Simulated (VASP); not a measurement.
# Sb (Fd-3m) in VASP: single point with PBE

Aim: the single point of Sb with PBE.

Everything below comes from runs of VASP 6.6.1. Logs are shortened: lines on timing, memory, paths and dates and some standing lists are left out, and cuts for length are marked.

**1. The cell of the first run**

It takes space group Fd-3m (No. 227, cubic). Conventional cell: a = 6.995 Å, b = 6.995 Å, c = 6.995 Å, α = 90.00°, β = 90.00°, γ = 90.00°. Within 4.0 Å of Sb (site symmetry -43m) lie 4 Sb at 3.03 Å.

**2. Single point, PBE**

File INCAR:

```
SYSTEM = Sb
PREC = Accurate ; ENCUT = 500
EDIFF = 1E-6 ; ISMEAR = -1
SIGMA = 0.1 ; LREAL = .FALSE.
LASPH = .TRUE. ; NELM = 120
ALGO = Normal ; ISIF = 2
LWAVE = .FALSE. ; LCHARG = .FALSE.
GGA = PE ; NBANDS = 12
GGA_COMPAT = .FALSE.
```

File KPOINTS:

```
regular mesh
0
G
  6 6 6
  0 0 0
```

File POSCAR:

```
Sb
1.0
   -3.4973497393      0.0000000000      3.4973497393
    0.0000000000      3.4973497393      3.4973497393
   -3.4973497393      3.4973497393      0.0000000000
Sb
2
Direct
    0.0000000000      0.0000000000      0.0000000000
    0.2500000000      0.2500000000      0.2500000000
```

Potentials or basis: VASP PAW PBE potentials, release 64 (Sb).

Run with:

```console
$ cat potpaw_PBE.64/Sb/POTCAR > POTCAR
$ mpirun -np 1 vasp_std > vasp.out
```

OUTCAR:

```text
SYSTEM = Sb
   PREC = Accurate
   ENCUT = 500
   EDIFF = 1E-6
   ISMEAR = -1
   LREAL = .FALSE.
   LASPH = .TRUE.
   NELM = 120
   ISIF = 2
   GGA = PE

 ion  position               nearest neighbor table
   1  0.000  0.000  0.000-   2 3.03   2 3.03   2 3.03   2 3.03
   2  0.250  0.250  0.250-   1 3.03   1 3.03   1 3.03   1 3.03

  LATTYP: Found a face centered cubic cell.
 ALAT       =     6.9946994786

  Lattice vectors:

 A1 = (  -3.4973497393,   0.0000000000,   3.4973497393)
 A2 = (   0.0000000000,   3.4973497393,   3.4973497393)
 A3 = (  -3.4973497393,   3.4973497393,   0.0000000000)

Analysis of symmetry for initial positions (statically):
=====================================================================
 Subroutine PRICEL returns:
 Original cell was already a primitive cell.

 Routine SETGRP: Setting up the symmetry group for a
 face centered cubic supercell.

 Subroutine GETGRP returns: Found 48 space group operations
 (whereof 24 operations were pure point group operations)
 out of a pool of 48 trial point group operations.

The static configuration has the point symmetry T_d .
 The point group associated with its full space group is O_h .

Analysis of symmetry for dynamics (positions and initial velocities):
=====================================================================
 Subroutine PRICEL returns:
 Original cell was already a primitive cell.

 Routine SETGRP: Setting up the symmetry group for a
 face centered cubic supercell.

 Subroutine GETGRP returns: Found 48 space group operations
 (whereof 24 operations were pure point group operations)
 out of a pool of 48 trial point group operations.

The dynamic configuration has the point symmetry T_d .
 The point group associated with its full space group is O_h .

 Subroutine INISYM returns: Found 48 space group operations
 (whereof 24 operations are pure point group operations),
 and found     1 'primitive' translations

----------------------------------------------------------------------------------------

                                     Primitive cell

  volume of cell :      85.5554

  direct lattice vectors                    reciprocal lattice vectors
    -3.497349739  0.000000000  3.497349739    -0.142965399 -0.142965399  0.142965399
     0.000000000  3.497349739  3.497349739     0.142965399  0.142965399  0.142965399
    -3.497349739  3.497349739  0.000000000    -0.142965399  0.142965399 -0.142965399

  length of vectors
     4.945999434  4.945999434  4.945999434     0.247623334  0.247623334  0.247623334

  position of ions in fractional coordinates (direct lattice)
     0.000000000  0.000000000  0.000000000
     0.250000000  0.250000000  0.250000000

  ion indices of the primitive-cell ions
   primitive index   ion index
                 1           1
                 2           2

----------------------------------------------------------------------------------------

 KPOINTS: regular mesh

Automatic generation of k-mesh.
 Grid dimensions read from file:
 generate k-points for:    6    6    6

 Generating k-lattice:

  Cartesian coordinates                     Fractional coordinates (reciprocal lattice)
    -0.023827566 -0.023827566  0.023827566     0.166666667  0.000000000  0.000000000
     0.023827566  0.023827566  0.023827566     0.000000000  0.166666667  0.000000000
    -0.023827566  0.023827566 -0.023827566     0.000000000  0.000000000  0.166666667

  Length of vectors
     0.041270556  0.041270556  0.041270556

  Shift w.r.t. Gamma in fractional coordinates (k-lattice)
     0.000000000  0.000000000  0.000000000

 Subroutine IBZKPT returns following result:
 ===========================================

 Found     16 irreducible k-points:

 Following reciprocal coordinates:
            Coordinates               Weight
  0.000000  0.000000  0.000000      1.000000
  0.166667  0.000000  0.000000      8.000000
  0.333333  0.000000  0.000000      8.000000
  0.500000  0.000000  0.000000      4.000000
  0.166667  0.166667  0.000000      6.000000
  0.333333  0.166667  0.000000     24.000000
[... 8 lines left out ...]
 -0.333333  0.333333  0.166667     24.000000
 -0.333333  0.500000  0.166667     12.000000
   k-points           NKPTS =     16   k-points in BZ     NKDIM =     16   number of bands    NBANDS=     12
   number of dos      NEDOS =    301   number of ions     NIONS =      2
   total plane-waves  NPLWV =  46656
   dimension x,y,z NGX =    36 NGY =   36 NGZ =   36
   dimension x,y,z NGXF=    72 NGYF=   72 NGZF=   72
   ions per type =               2
   NGX,Y,Z   is equivalent  to a cutoff of  12.10, 12.10, 12.10 a.u.
   NGXF,Y,Z  is equivalent  to a cutoff of  24.20, 24.20, 24.20 a.u.
 SYSTEM =  Sb
   PREC   = accura    normal or accurate (medium, high low for compatibility)
   ISTART =      0    job   : 0-new  1-cont  2-samecut
   ICHARG =      2    charge: 1-file 2-atom 10-const
   ISPIN  =      1    spin polarized calculation?
   LNONCOLLINEAR =      F non collinear calculations
   LSORBIT =      F    spin-orbit coupling
   LASPH  =      T    aspherical Exc in radial PAW
   ENCUT  =  500.0 eV  36.75 Ry    6.06 a.u.   9.02  9.02  9.02*2*pi/ulx,y,z
   NELM   =    120;   NELMIN=  2; NELMDL= -5     # of ELM steps
   EDIFF  = 0.1E-05   stopping-criterion for ELM
   LREAL  =      F    real-space projection
   EDIFFG = 0.1E-04   stopping-criterion for IOM
   NSW    =      0    number of steps for IOM
   IBRION =     -1    ionic relax: 0-MD 1-quasi-New 2-CG
   NFREE  =      0    steps in history (QN), initial steepest desc. (CG)
   ISIF   =      2    stress and relaxation
   ISYM   =      2    0-nonsym 1-usesym 2-fastsym
   POTIM  = 0.5000    time-step for ionic-motion
   TEBEG  =    0.0;   TEEND  =   0.0 temperature during run
   PSTRESS=    0.0 pullay stress
   NELECT =      10.0000    total number of electrons
   NUPDOWN=      -1.0000    fix difference up-down
   EMIN   =  10.00;   EMAX   =-10.00  energy-range for DOS
   EFERMI =   0.00;   METHOD = LEGACY
   ISMEAR =    -1;   SIGMA  =   0.10  broadening in eV -4-tet -1-fermi 0-gaus
   EFERMI_NEDOS =   21; number of points for ismear=-14 and -15
   IALGO  =     38    algorithm
   IMIX   =      4    mixing-type and parameters
     AMIX     =   0.40;   BMIX     =  1.00
     AMIX_MAG =   1.60;   BMIX_MAG =  1.00
  volume/ion in A,a.u.               =      42.78       288.68
  Fermi-wavevector in a.u.,A,eV,Ry     =   0.800434  1.512602  8.717189  0.640695
  Thomas-Fermi vector in A             =   1.907729
   LORBIT       =      0    0 simple, 1 ext, 2 COOP (PROOUT), +10 PAW based schemes
   GGA     = PE    functional components
   LHFCALC =     F    Hartree Fock is set to
   AEXX    =    0.0000 exact exchange contribution
   IVDW    =     0    specifies the selected vdW correction
   LEPSILON=     F    determine dielectric tensor
   LRPA    =     F    only Hartree local field effects (RPA)
 non-spin polarized calculation
  energy-cutoff  :      500.00
  volume of cell :       85.56
 maximum number of plane-waves:      2200
   NGX = 17   NGY = 17   NGZ = 17

 number of electron      10.0000000 magnetization

 Free energy of the ion-electron system (eV)
  ---------------------------------------------------
  ext. energy  EPLUGINS =         0.00000000
  ---------------------------------------------------
  free energy    TOTEN  =        -7.67606039 eV

  energy without entropy =       -7.64463030  energy(sigma->0) =       -7.66034535

 E-fermi :   3.9488     XC(G=0):  -7.8422

 val. band max:        3.9171929828   @ k =   0.1667   0.1667   0.0000
 cond. band min:       4.2214920554   @ k =  -0.3333   0.5000   0.1667
 fundamental gap:      0.3042990726
 Fermi energy:         3.9487512245

 k-point     1 :       0.0000    0.0000    0.0000
  band No.  band energies     occupation
      1      -7.5572      2.00000
      2      -1.5352      2.00000
      3       2.1067      2.00000
      4       2.1067      2.00000
      5       2.1067      2.00000
      6       4.3833      0.02560
      7       4.3833      0.02560
      8       4.3833      0.02560
      9       7.8186      0.00000
     10      10.1958      0.00000
     11      10.1958      0.00000
     12      11.3931      0.00000

 k-point     2 :       0.1667    0.0000    0.0000
  band No.  band energies     occupation
      1      -7.3717      2.00000
      2      -2.2403      2.00000
      3       1.8533      2.00000
      4       1.8533      2.00000
      5       2.0766      2.00000
      6       4.7563      0.00062
      7       4.7563      0.00062
      8       4.9188      0.00012
      9       8.6326      0.00000
     10       9.6564      0.00000
     11       9.6564      0.00000
     12      10.8983      0.00000

 k-point     3 :       0.3333    0.0000    0.0000
  band No.  band energies     occupation
      1      -6.8840      2.00000
      2      -3.4910      2.00000
      3       1.4893      2.00000
      4       1.4893      2.00000
      5       1.7910      2.00000
      6       5.2660      0.00000
      7       5.2660      0.00000
      8       6.5117      0.00000
      9       9.2170      0.00000
     10       9.8308      0.00000
     11       9.8308      0.00000
     12      11.2862      0.00000
[... 166 lines left out ...]
 k-point    15 :      -0.3333    0.3333    0.1667
  band No.  band energies     occupation
      1      -5.9876      2.00000
      2      -4.7822      2.00000
      3       0.0767      2.00000
      4       0.6982      2.00000
      5       3.7523      1.75410
      6       5.1326      0.00001
      7       6.5266      0.00000
      8       6.5851      0.00000
      9       8.8394      0.00000
     10      10.4226      0.00000
     11      11.0750      0.00000
     12      12.1339      0.00000

 k-point    16 :      -0.3333    0.5000    0.1667
  band No.  band energies     occupation
      1      -5.4113      2.00000
      2      -5.4113      2.00000
      3       0.2925      2.00000
      4       0.2925      2.00000
      5       4.2215      0.12275
      6       4.2215      0.12275
      7       6.9075      0.00000
      8       6.9075      0.00000
      9       9.8453      0.00000
     10       9.8453      0.00000
     11      11.8473      0.00000
     12      11.8473      0.00000

------------------------ aborting loop because EDIFF is reached ----------------------------------------

  FORCE on cell =-STRESS in cart. coord.  units (eV):
  Direction    XX          YY          ZZ          XY          YZ          ZX
  --------------------------------------------------------------------------------------
  -------------------------------------------------------------------------------------
  Total        0.0490862      0.0490862      0.0490862     -0.0000000     -0.0000000      0.0000000
  in kB        0.9192269      0.9192269      0.9192269     -0.0000000     -0.0000000      0.0000000
  external PRESSURE =       0.9192269 kB  Pullay stress =       0.0000000 kB

 VOLUME and BASIS-vectors are now :
 -----------------------------------------------------------------------------
  energy-cutoff  :      500.00
  volume of cell :       85.56
      direct lattice vectors                 reciprocal lattice vectors
    -3.497349739  0.000000000  3.497349739    -0.142965399 -0.142965399  0.142965399
     0.000000000  3.497349739  3.497349739     0.142965399  0.142965399  0.142965399
    -3.497349739  3.497349739  0.000000000    -0.142965399  0.142965399 -0.142965399

 POSITION                                       TOTAL-FORCE (eV/Angst)
 -----------------------------------------------------------------------------------
      0.00000      0.00000      0.00000         0.000000     -0.000000     -0.000000
     -1.74867      1.74867      1.74867        -0.000000      0.000000      0.000000
 -----------------------------------------------------------------------------------
    total drift:                               -0.000000      0.000000      0.000000

  FREE ENERGIE OF THE ION-ELECTRON SYSTEM (eV)
  ---------------------------------------------------
  free  energy   TOTEN  =        -7.6760603891 eV

  energy  without entropy=       -7.6446303018  energy(sigma->0) =       -7.66034535
```

Run time: 8.6 s. Hardware: 1 thread of AMD EPYC 9R45 (Zen 5), shared host; peak memory 0.17 GiB.

What came out:

| Quantity | Value |
| --- | --- |
| Free energy | -7.6761 eV |
| Pressure | 0.1 GPa |
| Band gap on the k mesh | zero (band 5 reaches 4.22 eV, above the bottom of band 6 at 3.41 eV) |

Levels at points of the mesh, in eV from the Fermi level:
```
           k point  band 1  band 2  band 3  band 4  band 5  band 6  band 7  band 8  band 9  band 10
(0.00, 0.00, 0.00)  -11.51   -5.48   -1.84   -1.84   -1.84    0.43    0.43    0.43    3.87     6.25
(0.50, 0.00, 0.00)  -10.46   -8.12   -2.60   -2.60   -2.31    1.47    1.47    3.85    5.51     6.20
(0.50, 0.50, 0.00)   -9.37   -9.37   -3.44   -3.44   -0.54   -0.54    4.03    4.03    6.03     6.03
```

Caveat: spin-orbit coupling is left out, which moves the levels of the heavy elements.
